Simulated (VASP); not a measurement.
The system is Co.

```xyz
1
Lattice="0.0000 1.7691 1.7691 1.7691 0.0000 1.7691 1.7691 1.7691 0.0000" Properties=species:S:1:pos:R:3 pbc="T T T"
Co    0.0000    0.0000    0.0000
```

```yaml
Program: VASP 6.6.1
Task: relaxation of cell and atoms
Functional: PBEsol
Potentials_or_basis: VASP PAW PBE potentials, release 64 (Co)
Cutoff: 600 eV
k_mesh: 15 × 15 × 15
Occupations: fermi-dirac, width 0.1 eV
Spin: no spin polarisation
```

At the start: pressure -24.8 GPa; volume 11.07 Å³/atom.

**Question.** Where does the relaxation end?

**Answer.** Over 7 steps the energy falls by 104.7 meV/atom and the volume is 9.87 Å³/atom (-10.9 %); space group Fm-3m (No. 225, to 0.05 Å).

The path:
| step | energy change (eV) | largest force (eV/Å) | pressure (GPa) | volume (Å³) |
| --- | --- | --- | --- | --- |
| 1 | 0.0000 | 0.0000 | -24.80 | 11.07 |
| 2 | 0.1016 | 0.0000 | 57.50 | 8.55 |
| 3 | -0.1045 | 0.0000 | -1.10 | 9.91 |
| 4 | -0.1046 | 0.0000 | -0.21 | 9.87 |
| 5 | -0.1046 | 0.0000 | 0.46 | 9.85 |
| 6 | -0.1046 | 0.0000 | -0.60 | 9.89 |
| 7 | -0.1047 | 0.0000 | 0.01 | 9.87 |

Final structure:
```
Co
1.0
     0.00000    1.70237    1.70237
     1.70237    0.00000    1.70237
     1.70237    1.70237    0.00000
Co
1
Direct
  0.00000 0.00000 0.00000
```

Caveat: the PAW data sets were made with another functional, which shifts forces and pressure a little; the run has no spin polarisation, though such a crystal can be magnetic.
